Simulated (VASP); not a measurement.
# W16F (a cell with a defect) in VASP: single point with PBE

Aim: the single point of W16F (a cell with a defect) with PBE.

Everything below comes from runs of VASP 6.6.1. Logs are shortened: lines on timing, memory, paths and dates and some standing lists are left out, and cuts for length are marked.

### 1 The cell of the first run

The cell holds a defect, 17 atoms: a = 6.368 Å, b = 6.368 Å, c = 6.368 Å, α = 90.00°, β = 90.00°, γ = 90.00°.

### 2 Single point, PBE

File INCAR:

```
SYSTEM = W16F
ALGO = Normal
EDIFF = 1E-6
ENCUT = 520
GGA = PE
ISIF = 2
ISMEAR = 1
LASPH = .TRUE.
LCHARG = .FALSE.
LREAL = Auto
LWAVE = .FALSE.
NBANDS = 130
NELM = 80
PREC = Accurate
SIGMA = 0.1
```

File KPOINTS:

```
k-points
0
G
  3 3 3
  0 0 0
```

File POSCAR:

```
W16F
1.0
    6.3684112200      0.0000000000      0.0000000000
    0.0000000000      6.3684112200      0.0000000000
    0.0000000000      0.0000000000      6.3684112200
W F
16 1
Direct
    0.0065617622     -0.0054366778     -0.0064483901
    0.2491894674      0.2494316000      0.2424081842
    0.0049879003     -0.0016844076      0.4935490017
    0.2491835004      0.2494311289      0.7446833812
    0.0065336547      0.5043275142     -0.0064548281
    0.2476518782      0.7494784547      0.2386917156
    0.0050169499      0.5006063349      0.4935336132
    0.2476551758      0.7494814382      0.7483877588
    0.5003260452     -0.0017914986     -0.0064598529
    0.7728210114      0.2494273603      0.2139010741
    0.4814499086     -0.0301285506      0.4935381670
    0.7728244659      0.2494201372      0.7731810698
    0.5002816071      0.5006809218     -0.0064529438
    0.7538519160      0.7494492480      0.2422608947
    0.4813859994      0.5291434368      0.4935468033
    0.7538541143      0.7494410827      0.7448253318
    0.6271093153      0.2495314679      0.4935430347
```

Potentials or basis: VASP PAW PBE potentials, release 64 (W_sv, F).

Run with:

```bash
> cat potpaw_PBE.64/W_sv/POTCAR potpaw_PBE.64/F/POTCAR > POTCAR
> mpirun -np 1 vasp_std > vasp.out
```

OUTCAR:

```text
SYSTEM = W16F
   EDIFF = 1E-6
   ENCUT = 520
   GGA = PE
   ISIF = 2
   ISMEAR = 1
   LASPH = .TRUE.
   LREAL = Auto
   NELM = 80
   PREC = Accurate

 ion  position               nearest neighbor table
   1  0.007  0.995  0.994-  10 2.61  12 2.61   6 2.69   8 2.69   2 2.74   4 2.74  14 2.75  16 2.75
                             5 3.12   9 3.14   3 3.18   3 3.18   9 3.22   5 3.25
   2  0.249  0.249  0.242-   1 2.74   3 2.74   7 2.74   5 2.74  13 2.76   9 2.76  11 2.81  15 2.81
                            10 3.04   4 3.17   6 3.18   6 3.18   4 3.20  10 3.34
   3  0.005  0.998  0.494-   8 2.74   6 2.74   4 2.74   2 2.74  16 2.76  14 2.76  12 2.81  10 2.81
                            11 3.04   7 3.17   1 3.18   1 3.18   7 3.20  11 3.34
   4  0.249  0.249  0.745-   1 2.74   3 2.74   7 2.74   5 2.74  13 2.76   9 2.76  11 2.81  15 2.81
                            12 3.04   2 3.17   8 3.18   8 3.18   2 3.20  12 3.34
   5  0.007  0.504  0.994-  10 2.61  12 2.61   6 2.69   8 2.69   4 2.74   2 2.74  16 2.74  14 2.75
                             1 3.12  13 3.14   7 3.18   7 3.18  13 3.22   1 3.25
   6  0.248  0.749  0.239-  15 2.61  11 2.61   1 2.69   5 2.69   7 2.74   3 2.74   9 2.75  13 2.75
                             8 3.12  14 3.14   2 3.18   2 3.18  14 3.22   8 3.25
   7  0.005  0.501  0.494-   6 2.74   8 2.74   2 2.74   4 2.74  14 2.76  16 2.76  10 2.81  12 2.81
                            15 3.04   3 3.17   5 3.18   5 3.18   3 3.20  15 3.34
   8  0.248  0.749  0.748-  15 2.61  11 2.61   1 2.69   5 2.69   3 2.74   7 2.74   9 2.75  13 2.75
                             6 3.12  16 3.14   4 3.18   4 3.18  16 3.22   6 3.25
   9  0.500  0.998  0.994-   8 2.75   6 2.75  12 2.75  10 2.75  14 2.76  16 2.76   4 2.76   2 2.76
                             1 3.14  13 3.17  11 3.19  11 3.19  13 3.20   1 3.22
  10  0.773  0.249  0.214-  17 2.01   1 2.61   5 2.61   9 2.75  13 2.75  12 2.81   3 2.81   7 2.81
                             2 3.04  11 3.13  15 3.13  14 3.19  14 3.19   2 3.34
  11  0.481  0.970  0.494-  17 2.01   8 2.61   6 2.61  14 2.75  16 2.75  15 2.81   2 2.81   4 2.81
                             3 3.04  10 3.13  12 3.13   9 3.19   9 3.19   3 3.34
  12  0.773  0.249  0.773-  17 2.01   1 2.61   5 2.61   9 2.75  13 2.75  10 2.81   3 2.81   7 2.81
                             4 3.04  11 3.13  15 3.13  16 3.19  16 3.19   4 3.34
  13  0.500  0.501  0.994-   6 2.75   8 2.75  10 2.75  12 2.75  14 2.76  16 2.76   2 2.76   4 2.76
                             5 3.14   9 3.17  15 3.19  15 3.19   9 3.20   5 3.22
  14  0.754  0.749  0.242-   5 2.75   1 2.75  15 2.75  11 2.75   9 2.76  13 2.76   7 2.76   3 2.76
                             6 3.14  16 3.17  10 3.19  10 3.19  16 3.20   6 3.22
  15  0.481  0.529  0.494-  17 2.01   8 2.61   6 2.61  16 2.75  14 2.75  11 2.81   2 2.81   4 2.81
                             7 3.04  12 3.13  10 3.13  13 3.19  13 3.19   7 3.34
  16  0.754  0.749  0.745-   5 2.74   1 2.75  15 2.75  11 2.75   9 2.76  13 2.76   3 2.76   7 2.76
                             8 3.14  14 3.17  12 3.19  12 3.19  14 3.20   8 3.22
  17  0.627  0.250  0.494-  15 2.01  11 2.01  12 2.01  10 2.01

  LATTYP: Found a simple cubic cell.
 ALAT       =     6.3684112200

  Lattice vectors:

 A1 = (   6.3684112200,   0.0000000000,   0.0000000000)
 A2 = (   0.0000000000,   6.3684112200,   0.0000000000)
 A3 = (   0.0000000000,   0.0000000000,   6.3684112200)

Analysis of symmetry for initial positions (statically):
=====================================================================
 Subroutine PRICEL returns:
 Original cell was already a primitive cell.

 Routine SETGRP: Setting up the symmetry group for a
 simple cubic supercell.

 Subroutine GETGRP returns: Found  1 space group operations
 (whereof  1 operations were pure point group operations)
 out of a pool of 48 trial point group operations.

The static configuration has the point symmetry C_1 .

Analysis of symmetry for dynamics (positions and initial velocities):
=====================================================================
 Subroutine PRICEL returns:
 Original cell was already a primitive cell.

 Routine SETGRP: Setting up the symmetry group for a
 simple cubic supercell.

 Subroutine GETGRP returns: Found  1 space group operations
 (whereof  1 operations were pure point group operations)
 out of a pool of 48 trial point group operations.

The dynamic configuration has the point symmetry C_1 .

 Subroutine INISYM returns: Found  1 space group operations
 (whereof  1 operations are pure point group operations),
 and found     1 'primitive' translations

----------------------------------------------------------------------------------------

                                     Primitive cell

  volume of cell :     258.2815

  direct lattice vectors                    reciprocal lattice vectors
     6.368411220  0.000000000  0.000000000     0.157025036  0.000000000  0.000000000
     0.000000000  6.368411220  0.000000000     0.000000000  0.157025036  0.000000000
     0.000000000  0.000000000  6.368411220     0.000000000  0.000000000  0.157025036
[... 68 lines left out ...]

 Following reciprocal coordinates:
            Coordinates               Weight
  0.000000  0.000000  0.000000      1.000000
  0.333333  0.000000  0.000000      2.000000
  0.000000  0.333333  0.000000      2.000000
  0.000000  0.000000  0.333333      2.000000
  0.333333  0.333333  0.000000      2.000000
  0.000000  0.333333  0.333333      2.000000
  0.333333  0.000000  0.333333      2.000000
 -0.333333  0.333333  0.000000      2.000000
 -0.333333  0.000000  0.333333      2.000000
  0.000000 -0.333333  0.333333      2.000000
  0.333333  0.333333  0.333333      2.000000
 -0.333333  0.333333  0.333333      2.000000
 -0.333333 -0.333333  0.333333      2.000000
  0.333333 -0.333333  0.333333      2.000000
   k-points           NKPTS =     14   k-points in BZ     NKDIM =     14   number of bands    NBANDS=    130
   number of dos      NEDOS =    301   number of ions     NIONS =     17
   total plane-waves  NPLWV = 110592
   dimension x,y,z NGX =    48 NGY =   48 NGZ =   48
   dimension x,y,z NGXF=    96 NGYF=   96 NGZF=   96
   ions per type =              16   1
   NGX,Y,Z   is equivalent  to a cutoff of  12.53, 12.53, 12.53 a.u.
   NGXF,Y,Z  is equivalent  to a cutoff of  25.06, 25.06, 25.06 a.u.
 SYSTEM =  W16F
   PREC   = accura    normal or accurate (medium, high low for compatibility)
   ISTART =      0    job   : 0-new  1-cont  2-samecut
   ICHARG =      2    charge: 1-file 2-atom 10-const
   ISPIN  =      1    spin polarized calculation?
   LNONCOLLINEAR =      F non collinear calculations
   LSORBIT =      F    spin-orbit coupling
   LASPH  =      T    aspherical Exc in radial PAW
   ENCUT  =  520.0 eV  38.22 Ry    6.18 a.u.  11.84 11.84 11.84*2*pi/ulx,y,z
   NELM   =     80;   NELMIN=  2; NELMDL= -5     # of ELM steps
   EDIFF  = 0.1E-05   stopping-criterion for ELM
   LREAL  =      T    real-space projection
   EDIFFG = 0.1E-04   stopping-criterion for IOM
   NSW    =      0    number of steps for IOM
   IBRION =     -1    ionic relax: 0-MD 1-quasi-New 2-CG
   NFREE  =      0    steps in history (QN), initial steepest desc. (CG)
   ISIF   =      2    stress and relaxation
   ISYM   =      2    0-nonsym 1-usesym 2-fastsym
   POTIM  = 0.5000    time-step for ionic-motion
   TEBEG  =    0.0;   TEEND  =   0.0 temperature during run
   PSTRESS=    0.0 pullay stress
   NELECT =     231.0000    total number of electrons
   NUPDOWN=      -1.0000    fix difference up-down
   EMIN   =  10.00;   EMAX   =-10.00  energy-range for DOS
   EFERMI =   0.00;   METHOD = LEGACY
   ISMEAR =     1;   SIGMA  =   0.10  broadening in eV -4-tet -1-fermi 0-gaus
   EFERMI_NEDOS =   21; number of points for ismear=-14 and -15
   IALGO  =     38    algorithm
   IMIX   =      4    mixing-type and parameters
     AMIX     =   0.40;   BMIX     =  1.00
     AMIX_MAG =   1.60;   BMIX_MAG =  1.00
  volume/ion in A,a.u.               =      15.19       102.53
  Fermi-wavevector in a.u.,A,eV,Ry     =   1.577300  2.980665 33.849612  2.487876
  Thomas-Fermi vector in A             =   2.678003
   LORBIT       =      0    0 simple, 1 ext, 2 COOP (PROOUT), +10 PAW based schemes
   GGA     = PE    functional components
   LHFCALC =     F    Hartree Fock is set to
   AEXX    =    0.0000 exact exchange contribution
   IVDW    =     0    specifies the selected vdW correction
   LEPSILON=     F    determine dielectric tensor
   LRPA    =     F    only Hartree local field effects (RPA)
 non-spin polarized calculation
 Methfessel and Paxton  Order N= 1 SIGMA  =   0.10
  energy-cutoff  :      520.00
  volume of cell :      258.28
 maximum number of plane-waves:      6979
   NGX = 23   NGY = 23   NGZ = 23

 number of electron     230.9999995 magnetization

 Free energy of the ion-electron system (eV)
  ---------------------------------------------------
  ext. energy  EPLUGINS =         0.00000000
  ---------------------------------------------------
  free energy    TOTEN  =      -205.76457190 eV

  energy without entropy =     -205.76524270  energy(sigma->0) =     -205.76479550

 E-fermi :  11.5054     XC(G=0): -13.6402

 val. band max:       11.4761783258   @ k =   0.0000   0.0000   0.0000
 cond. band min:      11.5366956225   @ k =  -0.3333   0.3333   0.0000
 fundamental gap:      0.0605172967
 Fermi energy:        11.5054419014

 k-point     1 :       0.0000    0.0000    0.0000
  band No.  band energies     occupation
      1     -62.7660      2.00000
      2     -62.7408      2.00000
      3     -62.7127      2.00000
      4     -62.7122      2.00000
      5     -62.5787      2.00000
      6     -62.5365      2.00000
[... 1809 lines left out ...]
    126      13.3270     -0.00000
    127      13.4005     -0.00000
 [bands above 127 left out]

------------------------ aborting loop because EDIFF is reached ----------------------------------------

  FORCE on cell =-STRESS in cart. coord.  units (eV):
  Direction    XX          YY          ZZ          XY          YZ          ZX
  --------------------------------------------------------------------------------------
  -------------------------------------------------------------------------------------
  Total       24.9121369     20.9228221     20.8936488     -0.0105120      0.0024564     -0.0045673
  in kB      154.5355020    129.7888990    129.6079309     -0.0652085      0.0152377     -0.0283320
  external PRESSURE =     137.9774440 kB  Pullay stress =       0.0000000 kB

 VOLUME and BASIS-vectors are now :
 -----------------------------------------------------------------------------
  energy-cutoff  :      520.00
  volume of cell :      258.28
      direct lattice vectors                 reciprocal lattice vectors
     6.368411220  0.000000000  0.000000000     0.157025036  0.000000000  0.000000000
     0.000000000  6.368411220  0.000000000     0.000000000  0.157025036  0.000000000
     0.000000000  0.000000000  6.368411220     0.000000000  0.000000000  0.157025036

 POSITION                                       TOTAL-FORCE (eV/Angst)
 -----------------------------------------------------------------------------------
      0.04179      6.33379      6.32735         0.004373     -0.006159     -0.000281
      1.58694      1.58848      1.54376         0.002889      0.001873      0.002773
      0.03177      6.35768      3.14312        -0.001703      0.000510      0.000276
      1.58690      1.58848      4.74245         0.003845      0.002168     -0.003641
      0.04161      3.21176      6.32730         0.005703      0.007301      0.000465
      1.57715      4.77299      1.52009        -0.005149     -0.002128     -0.009714
[... 9 lines left out ...]
      4.80085      4.77275      4.74335         0.000906     -0.000505      0.000034
      3.99369      1.58912      3.14308         0.002237     -0.000940     -0.000658
 -----------------------------------------------------------------------------------
    total drift:                                0.001303      0.000654      0.012065

  FREE ENERGIE OF THE ION-ELECTRON SYSTEM (eV)
  ---------------------------------------------------
  free  energy   TOTEN  =      -205.7645719014 eV

  energy  without entropy=     -205.7652426976  energy(sigma->0) =     -205.76479550
```

It took 26 min on 1 thread of AMD EPYC 7R43 (Zen 3), shared host; peak memory 0.45 GiB.

What came out:

| Quantity | Value |
| --- | --- |
| Free energy | -205.7646 eV |
| Pressure | 13.8 GPa |
| Largest force | 0.111 eV/Å |
| Band gap on the k mesh | zero (an odd number of electrons rules out a gap without spin polarisation) |

Forces in eV/Å, atoms in the order of the input:
```
W    0.004 -0.006  0.000
W    0.003  0.002  0.003
W   -0.002  0.001  0.000
W    0.004  0.002 -0.004
W    0.006  0.007  0.000
W   -0.005 -0.002 -0.010
W   -0.004 -0.003  0.001
W   -0.006 -0.002  0.010
W    0.001 -0.003  0.000
W    0.047  0.001 -0.099
W   -0.051 -0.098  0.001
W    0.047  0.002  0.096
W    0.003  0.006  0.000
W    0.001  0.000  0.000
W   -0.051  0.096  0.001
W    0.001 -0.001  0.000
F    0.002 -0.001 -0.001
```

Stress tensor (GPa, compression positive):
```
15.45 -0.01  0.00
-0.01 12.98  0.00
 0.00  0.00 12.96
```

Caveat: spin-orbit coupling is left out, which moves the levels of the heavy elements; an odd number of electrons without spin polarisation forces a metal; a magnetic or distorted state may lie lower.

The gap in the log of VASP goes by the Fermi energy; the results here count the filled bands.